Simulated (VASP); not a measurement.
Runs of VASP 6.6.1 on BeBi. The structure is that of space group Fd-3m (No. 227), or close to it. The cells are those of the table. 

| task | cell | k mesh | cutoff (eV) | gap on the mesh (eV) | pressure (GPa) | relaxed volume (Å³/atom) |
| --- | --- | --- | --- | --- | --- | --- |
| single point | a = 5.093 Å, angles 60.0°, 4 atoms | 4 × 4 × 4 | 520 | none | (a) | - |
| single point | a = 4.885 Å, angles 60.0°, 4 atoms | 4 × 4 × 4 | 520 | none | 8.6 | - |
| relaxation of cell and atoms | relaxed from a = 5.093 Å, angles 60.0°, 4 atoms | 12 × 12 × 12 | 600 | none | 0.0 | 22.76 |
| single point | a = 5.050 Å, angles 60.0°, 4 atoms | 12 × 12 × 12 | 520 | none | 0.0 | - |
| relaxation of cell and atoms | relaxed from a = 4.885 Å, angles 60.0°, 4 atoms | 4 × 4 × 4 | 600 | none | 0.0 | 23.23 |

Alike in all rows: level PBE; potentials or basis VASP PAW PBE potentials, release 64 (Be, Bi_d); no spin polarisation; smearing gaussian 0.1 eV.

Task: Fill in the values left out.

Result: (a) -0.3.

Caveats: some runs use coarse meshes; spin-orbit coupling is left out, which moves the levels of the heavy elements.

A k mesh can miss the band edges, and the runs leave out spin-orbit coupling on Bi.

A gap of «none» marks levels without a gap at the run's occupations.
